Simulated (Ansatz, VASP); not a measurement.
One calculation of AlC, two programs

```
Al C
1.0
     1.52586   -2.64692    0.00000
     1.52586    2.64692    0.00000
     0.00000    0.00000    2.72305
Al C
1 1
Direct
  0.50000 0.50000 0.00000
  0.00000 0.00000 0.50000
```

Alike in both runs: functional PBE; k mesh 6 × 6 × 6; occupations gaussian, width 0.1 eV; no spin polarisation.

Ansatz relaxed the structure, and its values are those at the end. VASP's run is a single point on that final structure, the one shown.

|  | VASP | Ansatz |
| --- | --- | --- |
| version | VASP 6.6.1 | Ansatz 0.2.0 |
| potentials or method | VASP PAW PBE potentials, release 64 (Al, C), cutoff 520 eV | scalar-relativistic, plane waves, PAW |
| valence electrons in the cell | 7 | 7 |

|  | VASP | Ansatz | Ansatz less VASP |
| --- | --- | --- | --- |
| gap on the k mesh at the Fermi level (eV) | none | none | - |
| pressure (GPa) | 0.1 | 0.1 | +0.05 |

A gap of «none» marks a metal or a gap that the smearing closes. With one functional, cell and mesh, what is left measures potentials, basis and numerics.

The k mesh is coarse, so the values compare programs but aren't converged.
